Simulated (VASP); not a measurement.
Input of a VASP 6.6.1 run:

The input INCAR:

```
ALGO = Normal
EDIFF = 1E-7
ENCUT = 520
GGA = PE
ISIF = 2
ISMEAR = -1
LASPH = True
LCHARG = False
LREAL = False
LWAVE = False
NBANDS = 46
NELM = 60
PREC = Accurate
SIGMA = 0.02
```

Contents of KPOINTS:

```
k-points
0
Gamma
  6 6 8
```

Contents of POSCAR:

```
ZnO
1.0
    5.5131264369      0.0000000000      0.0000000000
    0.0000000000      5.5131264369      0.0000000000
    0.0000000000      0.0000000000      3.2487916803
Zn O
4 4
Direct
    0.1817941311      0.1817941311      0.5000000000
    0.8182058689      0.8182058689      0.5000000000
    0.6817941311      0.3182058689      0.0000000000
    0.3182058689      0.6817941311      0.0000000000
    0.8174782617      0.1825217383      0.5000000000
    0.1825217383      0.8174782617      0.5000000000
    0.6825217383      0.6825217383      0.0000000000
    0.3174782617      0.3174782617      0.0000000000
```

Potentials or basis: VASP PAW PBE potentials, release 64 (Zn, O).

Launch:

```console
$ cat potpaw_PBE.64/Zn/POTCAR potpaw_PBE.64/O/POTCAR > POTCAR
$ mpirun -np 1 vasp_std > vasp.out
```

(1) What does it give for the largest force?

(2) Estimate the pressure.

Results:

(1) 0.045 eV/Å.

(2) 6.8 GPa.

Caveat: the cell stands under pressure.
